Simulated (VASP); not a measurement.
A run of VASP 6.6.1 is set up as follows.

Contents of INCAR:

```
SYSTEM = MgBe2SeO2
PREC = Accurate
ENCUT = 520
EDIFF = 1E-7
ISMEAR = 0
SIGMA = 0.1
LREAL = .False.
LASPH = .True.
NELM = 60
ALGO = Normal
ISIF = 2
LWAVE = .False.
LCHARG = .False.
GGA = PE
NBANDS = 21
```

The input KPOINTS:

```
regular mesh
0
Gamma
  4 4 4
  0 0 0
```

The input POSCAR:

```
MgBe2SeO2
1.0
    2.4093858600     -4.0111643800      0.0000000000
    2.4093858600      4.0111643800      0.0000000000
    0.0000000000      0.0000000000      3.8813537400
Mg Be Se O
1 2 1 2
Direct
    0.5000000000      0.5000000000      0.5000000000
    0.5000000000      0.0000000000      0.5000000000
    0.0000000000      0.5000000000      0.5000000000
    0.0000000000      0.0000000000      0.0000000000
    0.6641809900      0.3358190100      0.0000000000
    0.3358190100      0.6641809900      0.0000000000
```

Potentials or basis: VASP PAW PBE potentials, release 64 (Mg, Be, Se, O).

Command:

```console
$ cat potpaw_PBE.64/Mg/POTCAR potpaw_PBE.64/Be/POTCAR potpaw_PBE.64/Se/POTCAR potpaw_PBE.64/O/POTCAR > POTCAR
$ mpirun -np 1 vasp_std > vasp.out
```

Predict the band gap on the k mesh.

zero (band 12 reaches 5.03 eV, above the bottom of band 13 at 3.94 eV).

Estimate the largest force.

0.215 eV/Å.

Stress tensor (GPa, compression positive):
```
  2.74   0.00   0.00
  0.00  21.91   0.00
  0.00   0.00 -39.90
```

Caveat: the k points lie up to 0.40 Å⁻¹ apart.
